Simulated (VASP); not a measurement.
A run of VASP 6.6.1:

INCAR

```
SYSTEM = InP
PREC = Accurate
ENCUT = 600
EDIFF = 1E-6
ISMEAR = 0
SIGMA = 0.01
LREAL = .FALSE.
LASPH = .TRUE.
NELM = 80
ALGO = Normal
ISIF = 3
LWAVE = .FALSE.
LCHARG = .FALSE.
GGA = PS
IBRION = 2
NSW = 100
EDIFFG = -0.002
PSTRESS = 150.0
```

Contents of KPOINTS:

```
regular mesh
0
G
  8 8 8
  0 0 0
```

Contents of POSCAR:

```
InP
1.0
    2.9392821591      2.9392821591      0.0000000000
   -2.9392821591      2.9392821591      0.0000000000
    0.0000000000      2.9392821591      2.9392821591
In P
1 1
Direct
    0.0000000000      0.0000000000      0.0000000000
    0.7500000000      0.2500000000      0.5000000000
```

Potentials or basis: VASP PAW PBE potentials, release 64 (In_d, P).

Launch:

```console
$ cat potpaw_PBE.64/In_d/POTCAR potpaw_PBE.64/P/POTCAR > POTCAR
$ mpirun -np 1 vasp_std > vasp.out
```

Hardware: 1 thread of Intel(R) Xeon(R) Platinum 8259CL CPU @ 2.50GHz (Skylake/Cascade Lake), with other jobs on the host.

Task: Estimate the wall time of this run.

Result: Run time: 2.4 min on 1 thread of Intel(R) Xeon(R) Platinum 8259CL CPU @ 2.50GHz (Skylake/Cascade Lake), on a shared host, peak memory 0.22 GiB. Counts: scf iterations 65, k points 29, ion steps 9.
